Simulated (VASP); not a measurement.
**ScW: single point with PBE**

ScW:

```
CELL_PARAMETERS angstrom
3.33397 0.00000 0.00000
0.00000 3.33397 0.00000
0.00000 0.00000 3.33397
ATOMIC_POSITIONS crystal
Sc 0.50000 0.50000 0.50000
W 0.00000 0.00000 0.00000
```

The cell was generated, and may not be a known phase.

* Program: VASP 6.6.1
* Task: single point
* Functional: PBE
* Potentials or basis: VASP PAW PBE potentials, release 64 (Sc_sv, W_sv)
* Cutoff: 500 eV
* k mesh: 6 × 6 × 6
* Occupations: gaussian, width 0.2 eV
* Spin: no spin polarisation

```json
{
  "Pressure": "-0.1 GPa",
  "Band gap on the k mesh": "zero (an odd number of electrons rules out a gap without spin polarisation)"
}
```

Levels at points of the mesh, in eV from the Fermi level:
```tsv
k point	band 9	band 10	band 11	band 12	band 13	band 14	band 15	band 16
(0.00, 0.00, 0.00)	-6.69	-2.92	-2.92	0.87	0.87	0.87	3.83	3.83
(0.50, 0.00, 0.00)	-3.83	-2.09	-1.40	0.45	0.45	1.03	1.97	2.52
(0.50, 0.50, 0.00)	-3.51	-3.13	-0.88	-0.88	1.46	1.46	2.97	3.26
(0.50, 0.50, 0.50)	-1.56	-1.56	-1.56	0.09	0.09	0.09	3.38	3.38
```

Run time: 9.7 s on 1 thread of Intel Xeon 8259CL, with other jobs on the host, peak memory 0.14 GiB.

Caveat: spin-orbit coupling is left out, which moves the levels of the heavy elements.
